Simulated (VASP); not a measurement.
# SrMg (P4/mmm) in VASP: further runs, part 2 of 2

VASP 6.6.1.

## 3. Single point, LDA (zz strain of -1 %)

Input file INCAR:

```
SYSTEM = SrMg
ALGO = Normal ; EDIFF = 1E-7
ENCUT = 520 ; GGA = CA
ISIF = 2 ; ISMEAR = -1
LASPH = .TRUE. ; LCHARG = .FALSE.
LREAL = .FALSE. ; LWAVE = .FALSE.
NBANDS = 13 ; NELM = 60
PREC = Accurate ; SIGMA = 0.05
```

Input file KPOINTS:

```
k-points
0
G
  9 9 9
  0 0 0
```

Input file POSCAR:

```
SrMg
1.0
    3.9000000000      0.0000000000      0.0000000000
    0.0000000000      3.9000000000      0.0000000000
    0.0000000000      0.0000000000      3.8610000000
Sr Mg
1 1
Direct
    0.5000000000      0.5000000000      0.5000000000
    0.0000000000      0.0000000000      0.0000000000
```

Potentials or basis: VASP PAW LDA potentials, release 64 (Sr_sv, Mg).

Command:

```bash
cat potpaw_LDA.64/Sr_sv/POTCAR potpaw_LDA.64/Mg/POTCAR > POTCAR
mpirun -np 1 vasp_std > vasp.out
```

OUTCAR:

```text
SYSTEM = SrMg
   EDIFF = 1E-7
   ENCUT = 520
   GGA = CA
   ISIF = 2
   ISMEAR = -1
   LASPH = .TRUE.
   LREAL = .FALSE.
   NELM = 60
   PREC = Accurate

 ion  position               nearest neighbor table
   1  0.500  0.500  0.500-   2 3.37   2 3.37   2 3.37   2 3.37   2 3.37   2 3.37   2 3.37   2 3.37

   2  0.000  0.000  0.000-   1 3.37   1 3.37   1 3.37   1 3.37   1 3.37   1 3.37   1 3.37   1 3.37

  LATTYP: Found a simple tetragonal cell.
 ALAT       =     3.9000000000
 C/A-ratio  =     0.9900000000

  Lattice vectors:

 A1 = (   3.9000000000,   0.0000000000,   0.0000000000)
 A2 = (   0.0000000000,   3.9000000000,   0.0000000000)
 A3 = (   0.0000000000,   0.0000000000,   3.8610000000)

Analysis of symmetry for initial positions (statically):
=====================================================================
 Subroutine PRICEL returns:
 Original cell was already a primitive cell.

 Routine SETGRP: Setting up the symmetry group for a
 simple tetragonal supercell.

 Subroutine GETGRP returns: Found 16 space group operations
 (whereof 16 operations were pure point group operations)
 out of a pool of 16 trial point group operations.

The static configuration has the point symmetry D_4h.

Analysis of symmetry for dynamics (positions and initial velocities):
=====================================================================
 Subroutine PRICEL returns:
 Original cell was already a primitive cell.

 Routine SETGRP: Setting up the symmetry group for a
 simple tetragonal supercell.

 Subroutine GETGRP returns: Found 16 space group operations
 (whereof 16 operations were pure point group operations)
 out of a pool of 16 trial point group operations.

The dynamic configuration has the point symmetry D_4h.

 Subroutine INISYM returns: Found 16 space group operations
 (whereof 16 operations are pure point group operations),
 and found     1 'primitive' translations

----------------------------------------------------------------------------------------

                                     Primitive cell

  volume of cell :      58.7258

  direct lattice vectors                    reciprocal lattice vectors
     3.900000000  0.000000000  0.000000000     0.256410256  0.000000000  0.000000000
     0.000000000  3.900000000  0.000000000     0.000000000  0.256410256  0.000000000
     0.000000000  0.000000000  3.861000000     0.000000000  0.000000000  0.259000259

  length of vectors
     3.900000000  3.900000000  3.861000000     0.256410256  0.256410256  0.259000259

  position of ions in fractional coordinates (direct lattice)
     0.500000000  0.500000000  0.500000000
     0.000000000  0.000000000  0.000000000

  ion indices of the primitive-cell ions
   primitive index   ion index
                 1           1
                 2           2

----------------------------------------------------------------------------------------

 KPOINTS: k-points

Automatic generation of k-mesh.
 Grid dimensions read from file:
 generate k-points for:    9    9    9

 Generating k-lattice:

  Cartesian coordinates                     Fractional coordinates (reciprocal lattice)
[... 40 lines left out ...]
  0.444444  0.111111  0.111111     16.000000
 [... further k-points ...]
   k-points           NKPTS =     75   k-points in BZ     NKDIM =     75   number of bands    NBANDS=     13
   number of dos      NEDOS =    301   number of ions     NIONS =      2
   total plane-waves  NPLWV =  27000
   dimension x,y,z NGX =    30 NGY =   30 NGZ =   30
   dimension x,y,z NGXF=    60 NGYF=   60 NGZF=   60
   ions per type =               1   1
   NGX,Y,Z   is equivalent  to a cutoff of  12.79, 12.79, 12.92 a.u.
   NGXF,Y,Z  is equivalent  to a cutoff of  25.58, 25.58, 25.83 a.u.
 SYSTEM =  SrMg
   PREC   = accura    normal or accurate (medium, high low for compatibility)
   ISTART =      0    job   : 0-new  1-cont  2-samecut
   ICHARG =      2    charge: 1-file 2-atom 10-const
   ISPIN  =      1    spin polarized calculation?
   LNONCOLLINEAR =      F non collinear calculations
   LSORBIT =      F    spin-orbit coupling
   LASPH  =      T    aspherical Exc in radial PAW
   ENCUT  =  520.0 eV  38.22 Ry    6.18 a.u.   7.25  7.25  7.18*2*pi/ulx,y,z
   NELM   =     60;   NELMIN=  2; NELMDL= -5     # of ELM steps
   EDIFF  = 0.1E-06   stopping-criterion for ELM
   LREAL  =      F    real-space projection
   EDIFFG = 0.1E-05   stopping-criterion for IOM
   NSW    =      0    number of steps for IOM
   IBRION =     -1    ionic relax: 0-MD 1-quasi-New 2-CG
   NFREE  =      0    steps in history (QN), initial steepest desc. (CG)
   ISIF   =      2    stress and relaxation
   ISYM   =      2    0-nonsym 1-usesym 2-fastsym
   POTIM  = 0.5000    time-step for ionic-motion
   TEBEG  =    0.0;   TEEND  =   0.0 temperature during run
   PSTRESS=    0.0 pullay stress
   NELECT =      12.0000    total number of electrons
   NUPDOWN=      -1.0000    fix difference up-down
   EMIN   =  10.00;   EMAX   =-10.00  energy-range for DOS
   EFERMI =   0.00;   METHOD = LEGACY
   ISMEAR =    -1;   SIGMA  =   0.05  broadening in eV -4-tet -1-fermi 0-gaus
   EFERMI_NEDOS =   21; number of points for ismear=-14 and -15
   IALGO  =     38    algorithm
   IMIX   =      4    mixing-type and parameters
     AMIX     =   0.40;   BMIX     =  1.00
     AMIX_MAG =   1.60;   BMIX_MAG =  1.00
  volume/ion in A,a.u.               =      29.36       198.15
  Fermi-wavevector in a.u.,A,eV,Ry     =   0.964256  1.822179 12.650550  0.929789
  Thomas-Fermi vector in A             =   2.093871
   LORBIT       =      0    0 simple, 1 ext, 2 COOP (PROOUT), +10 PAW based schemes
   GGA     = CA    functional components
   LHFCALC =     F    Hartree Fock is set to
   AEXX    =    0.0000 exact exchange contribution
   IVDW    =     0    specifies the selected vdW correction
   LEPSILON=     F    determine dielectric tensor
   LRPA    =     F    only Hartree local field effects (RPA)
 non-spin polarized calculation
  energy-cutoff  :      520.00
  volume of cell :       58.73
 maximum number of plane-waves:      1598
 NGX is ok and might be reduce to    30
   NGX = 15   NGY = 15   NGZ = 15

 number of electron      12.0000000 magnetization

 Free energy of the ion-electron system (eV)
  ---------------------------------------------------
  ext. energy  EPLUGINS =         0.00000000
  ---------------------------------------------------
  free energy    TOTEN  =        -3.83575107 eV

  energy without entropy =       -3.82432062  energy(sigma->0) =       -3.83003584

 E-fermi :   2.6624     XC(G=0):  -8.8913

 val. band max:        2.6529762124   @ k =   0.2222   0.0000   0.0000
 cond. band min:       2.6667838537   @ k =   0.3333   0.2222   0.4444
 fundamental gap:      0.0138076413
 Fermi energy:         2.6624287227

 k-point     1 :       0.0000    0.0000    0.0000
  band No.  band energies     occupation
      1     -32.7239      2.00000
      2     -14.7763      2.00000
      3     -14.7763      2.00000
      4     -14.7665      2.00000
      5      -2.6212      2.00000
      6       3.2386      0.00002
      7       3.2646      0.00001
      8       7.0972      0.00000
      9       7.0972      0.00000
     10       7.2746      0.00000
     11       7.7053      0.00000
     12       7.7821      0.00000
     13       7.7821      0.00000
[... 354 lines left out ...]
  band No.  band energies     occupation
      1     -32.7021      2.00000
      2     -15.0646      2.00000
      3     -14.7804      2.00000
      4     -14.7733      2.00000
      5      -0.2302      2.00000
      6       0.8621      2.00000
      7       4.1329      0.00000
      8       4.5567      0.00000
      9       5.1862      0.00000
     10       7.0943      0.00000
     11       8.9483      0.00000
     12       9.2324      0.00000
     13      10.2968      0.00000

 [... further k-points ...]

------------------------ aborting loop because EDIFF is reached ----------------------------------------

  FORCE on cell =-STRESS in cart. coord.  units (eV):
  Direction    XX          YY          ZZ          XY          YZ          ZX
  --------------------------------------------------------------------------------------
  -------------------------------------------------------------------------------------
  Total        1.3124189      1.3124189      1.3817316      0.0000000      0.0000000      0.0000000
  in kB       35.8058551     35.8058551     37.6968674      0.0000000      0.0000000      0.0000000
  external PRESSURE =      36.4361925 kB  Pullay stress =       0.0000000 kB

 VOLUME and BASIS-vectors are now :
 -----------------------------------------------------------------------------
  energy-cutoff  :      520.00
  volume of cell :       58.73
      direct lattice vectors                 reciprocal lattice vectors
     3.900000000  0.000000000  0.000000000     0.256410256  0.000000000  0.000000000
     0.000000000  3.900000000  0.000000000     0.000000000  0.256410256  0.000000000
     0.000000000  0.000000000  3.861000000     0.000000000  0.000000000  0.259000259

 POSITION                                       TOTAL-FORCE (eV/Angst)
 -----------------------------------------------------------------------------------
      1.95000      1.95000      1.93050         0.000000      0.000000      0.000000
      0.00000      0.00000      0.00000         0.000000      0.000000      0.000000
 -----------------------------------------------------------------------------------
    total drift:                                0.000000      0.000000      0.000000

  FREE ENERGIE OF THE ION-ELECTRON SYSTEM (eV)
  ---------------------------------------------------
  free  energy   TOTEN  =        -3.8357510690 eV

  energy  without entropy=       -3.8243206158  energy(sigma->0) =       -3.83003584
```

It took 28 s on 1 thread of Intel Xeon 6975P-C (Granite Rapids), shared host; peak memory 0.19 GiB.

Results:

* Free energy: -3.8358 eV
* Pressure: 3.6 GPa
* Band gap on the k mesh: zero (bands 6 and 7 overlap by 1.36 eV)

Caveat: the cell differs from its parent crystal (zz strain of -1 %); the cell stands under pressure.
